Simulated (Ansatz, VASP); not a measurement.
**CdS in VASP and in Ansatz**

```
CELL_PARAMETERS angstrom
0.00000 2.75324 2.75324
2.75324 0.00000 2.75324
2.75324 2.75324 0.00000
ATOMIC_POSITIONS crystal
Cd 0.00000 0.00000 0.00000
S 0.50000 0.50000 0.50000
```

Alike in both runs: task single point; functional PBE; k mesh 8 × 8 × 8; occupations gaussian, width 0.017 eV; no spin polarisation.

|  | VASP | Ansatz |
| --- | --- | --- |
| version | VASP 6.6.1 | Ansatz 0.2.0 |
| potentials or method | VASP PAW PBE potentials, release 64 (Cd, S) | Ansatz PAW |
| plane-wave cutoff (eV) | 520 | 420 |
| valence electrons in the cell | 18 | 26 |

|  | VASP | Ansatz | Ansatz less VASP |
| --- | --- | --- | --- |
| gap on the k mesh at the Fermi level (eV) | 0.25 | 0.26 | +0.007 |
| least direct gap on the mesh (eV) | 1.53 | 1.55 | +0.024 |
| pressure (GPa) | -0.1 | -0.4 | -0.37 |

VASP's potentials hold 18 valence electrons a cell and Ansatz's 26, so a difference there can come from the potentials and not from the codes.
